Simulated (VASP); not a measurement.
Runs of VASP 6.6.1 on BN. The structure is that of space group I-4m2 (No. 119), or close to it. The cells are those of the table. 

```tsv
cell	gap on the mesh (eV)	pressure (GPa)
a = 2.512, b = 2.512, c = 2.707 Å, angles 57.4, 57.4, 65.2°, 2 atoms	(d)	-0.9
a = 2.855, b = 2.855, c = 2.240 Å, angles 66.9, 66.9, 46.2°, 2 atoms	none	7.8
a = 2.797, b = 2.797, c = 2.284 Å, angles 65.9, 65.9, 48.2°, 2 atoms	(c)	4.4
a = 2.665, b = 2.665, c = 2.413 Å, angles 63.1, 63.1, 53.8°, 2 atoms	2.78	0.2
a = 2.725, b = 2.725, c = 2.349 Å, angles 64.5, 64.5, 51.1°, 2 atoms	1.92	1.5
a = 2.498, b = 2.498, c = 2.785 Å, angles 56.1, 56.1, 67.8°, 2 atoms	(b)	-2.2
a = 2.496, b = 2.496, c = 2.960 Å, angles 53.6, 53.6, 72.7°, 2 atoms	none	-6.3
a = 2.533, b = 2.533, c = 2.636 Å, angles 58.6, 58.6, 62.7°, 2 atoms	3.10	-0.3
a = 2.492, b = 2.492, c = 2.878 Å, angles 54.7, 54.7, 70.5°, 2 atoms	0.77	(a)
```

Alike in all rows: task single point; level PBE; potentials or basis VASP PAW PBE potentials, release 64 (B, N); no spin polarisation; k mesh 12 × 12 × 12; cutoff (eV) 520; smearing gaussian 0.05 eV.

Question: Estimate the missing entries.

Answer: (a) -4.3; (b) 1.29; (c) 0.86; (d) 2.09.

A k mesh can miss the band edges.

A gap of «none» marks levels without a gap at the run's occupations.
